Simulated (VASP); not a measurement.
# Si3F (Fm-3m) in VASP: a series of runs

Si3F is run at these levels: PBE; tasks: single point, relaxation of cell and atoms.

Everything below comes from runs of VASP 6.6.1. Logs are shortened: lines on timing, memory, paths and dates and some standing lists are left out, and cuts for length are marked.

## 1. The cell of the first run

The structure is cubic, space group Fm-3m (No. 225). Conventional cell: a = 5.999 Å, b = 5.999 Å, c = 5.999 Å, α = 90.00°, β = 90.00°, γ = 90.00°. Within 3.4 Å of Si (site symmetry -43m) lie 10 Si at 2.60 to 3.00 Å and 4 F at 2.60 Å. Within 3.4 Å of Si (site symmetry m-3m) lie 8 Si at 2.60 Å and 6 F at 3.00 Å. F (site symmetry m-3m) has 14 Si at 2.60 to 3.00 Å within 3.4 Å.

The cell was generated, and may not be a known phase.

## 2. Single point, PBE

The input, INCAR:

```
SYSTEM = Si3F
ALGO = Normal
EDIFF = 1E-7
ENCUT = 520
GGA = PE
ISIF = 2
ISMEAR = 0
LASPH = .True.
LCHARG = .False.
LREAL = .False.
LWAVE = .False.
NBANDS = 18
NELM = 100
PREC = Accurate
SIGMA = 0.1
```

The input, KPOINTS:

```
k-points
0
Gamma
  6 6 6
  0 0 0
```

The input, POSCAR:

```
Si3F
1.0
    0.0000000000      2.9996543661      2.9996543661
    2.9996543661      0.0000000000      2.9996543661
    2.9996543661      2.9996543661      0.0000000000
Si F
3 1
Direct
    0.7500000000      0.7500000000      0.7500000000
    0.2500000000      0.2500000000      0.2500000000
    0.0000000000      0.0000000000      0.0000000000
    0.5000000000      0.5000000000      0.5000000000
```

Potentials or basis: VASP PAW PBE potentials, release 64 (Si, F).

Command:

```bash
$ cat potpaw_PBE.64/Si/POTCAR potpaw_PBE.64/F/POTCAR > POTCAR
$ mpirun -np 1 vasp_std > vasp.out
```

OUTCAR:

```text
SYSTEM = Si3F
   EDIFF = 1E-7
   ENCUT = 520
   GGA = PE
   ISIF = 2
   ISMEAR = 0
   LASPH = .True.
   LREAL = .False.
   NELM = 100
   PREC = Accurate

 ion  position               nearest neighbor table
   1  0.750  0.750  0.750-   3 2.60   3 2.60   3 2.60   3 2.60   2 3.00   2 3.00   2 3.00   2 3.00
                             2 3.00   2 3.00
   2  0.250  0.250  0.250-   3 2.60   3 2.60   3 2.60   3 2.60   1 3.00   1 3.00   1 3.00   1 3.00
                             1 3.00   1 3.00
   3  0.000  0.000  0.000-   1 2.60   2 2.60   1 2.60   1 2.60   1 2.60   2 2.60   2 2.60   2 2.60

   4  0.500  0.500  0.500-

  LATTYP: Found a face centered cubic cell.
 ALAT       =     5.9993087322

  Lattice vectors:

 A1 = (   0.0000000000,   2.9996543661,   2.9996543661)
 A2 = (   2.9996543661,   0.0000000000,   2.9996543661)
 A3 = (   2.9996543661,   2.9996543661,   0.0000000000)

Analysis of symmetry for initial positions (statically):
=====================================================================
 Subroutine PRICEL returns:
 Original cell was already a primitive cell.

 Routine SETGRP: Setting up the symmetry group for a
 face centered cubic supercell.

 Subroutine GETGRP returns: Found 48 space group operations
 (whereof 48 operations were pure point group operations)
 out of a pool of 48 trial point group operations.

The static configuration has the point symmetry O_h .

Analysis of symmetry for dynamics (positions and initial velocities):
=====================================================================
 Subroutine PRICEL returns:
 Original cell was already a primitive cell.

 Routine SETGRP: Setting up the symmetry group for a
 face centered cubic supercell.

 Subroutine GETGRP returns: Found 48 space group operations
 (whereof 48 operations were pure point group operations)
 out of a pool of 48 trial point group operations.

The dynamic configuration has the point symmetry O_h .

 Subroutine INISYM returns: Found 48 space group operations
 (whereof 48 operations are pure point group operations),
 and found     1 'primitive' translations

----------------------------------------------------------------------------------------

                                     Primitive cell

  volume of cell :      53.9813

  direct lattice vectors                    reciprocal lattice vectors
     0.000000000  2.999654366  2.999654366    -0.166685871  0.166685871  0.166685871
     2.999654366  0.000000000  2.999654366     0.166685871 -0.166685871  0.166685871
     2.999654366  2.999654366  0.000000000     0.166685871  0.166685871 -0.166685871

  length of vectors
     4.242151887  4.242151887  4.242151887     0.288708397  0.288708397  0.288708397

  position of ions in fractional coordinates (direct lattice)
     0.750000000  0.750000000  0.750000000
     0.250000000  0.250000000  0.250000000
     0.000000000  0.000000000  0.000000000
     0.500000000  0.500000000  0.500000000

  ion indices of the primitive-cell ions
   primitive index   ion index
                 1           1
                 2           2
                 3           3
                 4           4

----------------------------------------------------------------------------------------

 KPOINTS: k-points

Automatic generation of k-mesh.
 Grid dimensions read from file:
 generate k-points for:    6    6    6

 Generating k-lattice:

  Cartesian coordinates                     Fractional coordinates (reciprocal lattice)
    -0.027780978  0.027780978  0.027780978     0.166666667  0.000000000  0.000000000
     0.027780978 -0.027780978  0.027780978     0.000000000  0.166666667  0.000000000
     0.027780978  0.027780978 -0.027780978     0.000000000  0.000000000  0.166666667

  Length of vectors
     0.048118066  0.048118066  0.048118066

  Shift w.r.t. Gamma in fractional coordinates (k-lattice)
     0.000000000  0.000000000  0.000000000

 Subroutine IBZKPT returns following result:
 ===========================================

 Found     16 irreducible k-points:

 Following reciprocal coordinates:
            Coordinates               Weight
  0.000000  0.000000  0.000000      1.000000
  0.166667  0.000000  0.000000      8.000000
  0.333333  0.000000  0.000000      8.000000
  0.500000  0.000000  0.000000      4.000000
  0.166667  0.166667  0.000000      6.000000
  0.333333  0.166667  0.000000     24.000000
[... 8 lines left out ...]
 -0.333333  0.333333  0.166667     24.000000
 -0.333333  0.500000  0.166667     12.000000
   k-points           NKPTS =     16   k-points in BZ     NKDIM =     16   number of bands    NBANDS=     18
   number of dos      NEDOS =    301   number of ions     NIONS =      4
   total plane-waves  NPLWV =  32768
   dimension x,y,z NGX =    32 NGY =   32 NGZ =   32
   dimension x,y,z NGXF=    64 NGYF=   64 NGZF=   64
   ions per type =               3   1
   NGX,Y,Z   is equivalent  to a cutoff of  12.54, 12.54, 12.54 a.u.
   NGXF,Y,Z  is equivalent  to a cutoff of  25.08, 25.08, 25.08 a.u.
 SYSTEM =  Si3F
   PREC   = accura    normal or accurate (medium, high low for compatibility)
   ISTART =      0    job   : 0-new  1-cont  2-samecut
   ICHARG =      2    charge: 1-file 2-atom 10-const
   ISPIN  =      1    spin polarized calculation?
   LNONCOLLINEAR =      F non collinear calculations
   LSORBIT =      F    spin-orbit coupling
   LASPH  =      T    aspherical Exc in radial PAW
   ENCUT  =  520.0 eV  38.22 Ry    6.18 a.u.   7.89  7.89  7.89*2*pi/ulx,y,z
   NELM   =    100;   NELMIN=  2; NELMDL= -5     # of ELM steps
   EDIFF  = 0.1E-06   stopping-criterion for ELM
   LREAL  =      F    real-space projection
   EDIFFG = 0.1E-05   stopping-criterion for IOM
   NSW    =      0    number of steps for IOM
   IBRION =     -1    ionic relax: 0-MD 1-quasi-New 2-CG
   NFREE  =      0    steps in history (QN), initial steepest desc. (CG)
   ISIF   =      2    stress and relaxation
   ISYM   =      2    0-nonsym 1-usesym 2-fastsym
   POTIM  = 0.5000    time-step for ionic-motion
   TEBEG  =    0.0;   TEEND  =   0.0 temperature during run
   PSTRESS=    0.0 pullay stress
   NELECT =      19.0000    total number of electrons
   NUPDOWN=      -1.0000    fix difference up-down
   EMIN   =  10.00;   EMAX   =-10.00  energy-range for DOS
   EFERMI =   0.00;   METHOD = LEGACY
   ISMEAR =     0;   SIGMA  =   0.10  broadening in eV -4-tet -1-fermi 0-gaus
   EFERMI_NEDOS =   21; number of points for ismear=-14 and -15
   IALGO  =     38    algorithm
   IMIX   =      4    mixing-type and parameters
     AMIX     =   0.40;   BMIX     =  1.00
     AMIX_MAG =   1.60;   BMIX_MAG =  1.00
  volume/ion in A,a.u.               =      13.50        91.07
  Fermi-wavevector in a.u.,A,eV,Ry     =   1.155877  2.184290 18.178074  1.336051
  Thomas-Fermi vector in A             =   2.292502
   LORBIT       =      0    0 simple, 1 ext, 2 COOP (PROOUT), +10 PAW based schemes
   GGA     = PE    functional components
   LHFCALC =     F    Hartree Fock is set to
   AEXX    =    0.0000 exact exchange contribution
   IVDW    =     0    specifies the selected vdW correction
   LEPSILON=     F    determine dielectric tensor
   LRPA    =     F    only Hartree local field effects (RPA)
 non-spin polarized calculation
 Gauss-broadening in eV      SIGMA  =   0.10
  energy-cutoff  :      520.00
  volume of cell :       53.98
 maximum number of plane-waves:      1464
   NGX = 15   NGY = 15   NGZ = 15

 number of electron      19.0000013 magnetization

 Free energy of the ion-electron system (eV)
  ---------------------------------------------------
  ext. energy  EPLUGINS =         0.00000000
  ---------------------------------------------------
  free energy    TOTEN  =       -18.77040230 eV

  energy without entropy =      -18.76167436  energy(sigma->0) =      -18.76603833

 E-fermi :   8.2573     XC(G=0): -10.9807

 val. band max:        8.2319750027   @ k =   0.5000   0.1667   0.0000
 cond. band min:       8.3769416677   @ k =  -0.3333   0.1667   0.0000
 fundamental gap:      0.1449666651
 Fermi energy:         8.2573372997

 k-point     1 :       0.0000    0.0000    0.0000
  band No.  band energies     occupation
      1     -15.1330      2.00000
      2      -4.0093      2.00000
      3       2.8485      2.00000
      4       2.8485      2.00000
      5       2.8485      2.00000
      6       5.5623      2.00000
[... 10 lines left out ...]
     17      14.6567      0.00000
     18      14.6567      0.00000

 k-point     2 :       0.1667    0.0000    0.0000
  band No.  band energies     occupation
      1     -15.1151      2.00000
      2      -3.8303      2.00000
      3       2.2680      2.00000
      4       2.7548      2.00000
      5       2.7548      2.00000
      6       4.2658      2.00000
[... 10 lines left out ...]
     17      15.5730      0.00000
     18      15.5730      0.00000

 k-point     3 :       0.3333    0.0000    0.0000
  band No.  band energies     occupation
      1     -15.0800      2.00000
      2      -3.3149      2.00000
      3       0.5020      2.00000
      4       2.6160      2.00000
      5       2.6160      2.00000
      6       4.0252      2.00000
[... 10 lines left out ...]
     17      17.3771      0.00000
     18      17.3771      0.00000

 k-point     4 :       0.5000    0.0000    0.0000
  band No.  band energies     occupation
      1     -15.0626      2.00000
      2      -2.8622      2.00000
      3      -0.4879      2.00000
      4       2.5668      2.00000
      5       2.5668      2.00000
      6       3.8569      2.00000
[... 207 lines left out ...]
      4       0.9190      2.00000
      5       2.7499      2.00000
      6       3.5538      2.00000
[... 10 lines left out ...]
     17      16.6927      0.00000
     18      17.6864      0.00000

 k-point    15 :      -0.3333    0.3333    0.1667
  band No.  band energies     occupation
      1     -15.0472      2.00000
      2      -2.0093      2.00000
      3      -0.8195      2.00000
      4       0.4579      2.00000
      5       3.0173      2.00000
      6       3.2602      2.00000
[... 10 lines left out ...]
     17      18.5694      0.00000
     18      18.7283      0.00000

 k-point    16 :      -0.3333    0.5000    0.1667
  band No.  band energies     occupation
      1     -15.0422      2.00000
      2      -1.4392      2.00000
      3      -0.9222      2.00000
      4      -0.2151      2.00000
      5       2.4418      2.00000
      6       3.8825      2.00000
[... 10 lines left out ...]
     17      18.2366      0.00000
     18      18.5527      0.00000

------------------------ aborting loop because EDIFF is reached ----------------------------------------

  FORCE on cell =-STRESS in cart. coord.  units (eV):
  Direction    XX          YY          ZZ          XY          YZ          ZX
  --------------------------------------------------------------------------------------
  -------------------------------------------------------------------------------------
  Total       -0.0488115     -0.0488115     -0.0488115      0.0000000      0.0000000      0.0000000
  in kB       -1.4487342     -1.4487342     -1.4487342      0.0000000      0.0000000      0.0000000
  external PRESSURE =      -1.4487342 kB  Pullay stress =       0.0000000 kB

 VOLUME and BASIS-vectors are now :
 -----------------------------------------------------------------------------
  energy-cutoff  :      520.00
  volume of cell :       53.98
      direct lattice vectors                 reciprocal lattice vectors
     0.000000000  2.999654366  2.999654366    -0.166685871  0.166685871  0.166685871
     2.999654366  0.000000000  2.999654366     0.166685871 -0.166685871  0.166685871
     2.999654366  2.999654366  0.000000000     0.166685871  0.166685871 -0.166685871

 POSITION                                       TOTAL-FORCE (eV/Angst)
 -----------------------------------------------------------------------------------
      4.49948      4.49948      4.49948        -0.000000     -0.000000     -0.000000
      1.49983      1.49983      1.49983         0.000000      0.000000      0.000000
      0.00000      0.00000      0.00000        -0.000000      0.000000     -0.000000
      2.99965      2.99965      2.99965        -0.000000      0.000000     -0.000000
 -----------------------------------------------------------------------------------
    total drift:                                0.000000     -0.000000      0.000000

  FREE ENERGIE OF THE ION-ELECTRON SYSTEM (eV)
  ---------------------------------------------------
  free  energy   TOTEN  =       -18.7704022993 eV

  energy  without entropy=      -18.7616743567  energy(sigma->0) =      -18.76603833
```

Run time: 19 s. Hardware: 1 thread of Intel Xeon 8259CL, shared host; peak memory 0.17 GiB.

What came out:

```
Free energy            : -18.7704 eV
Pressure               : -0.1 GPa
Band gap on the k mesh : zero (an odd number of electrons rules out a gap without spin polarisation)
```

Caveat: an odd number of electrons without spin polarisation forces a metal; a magnetic or distorted state may lie lower.

(Part 1 of 2 ends here.)

The gap in the log of VASP goes by the Fermi energy; the results here count the filled bands.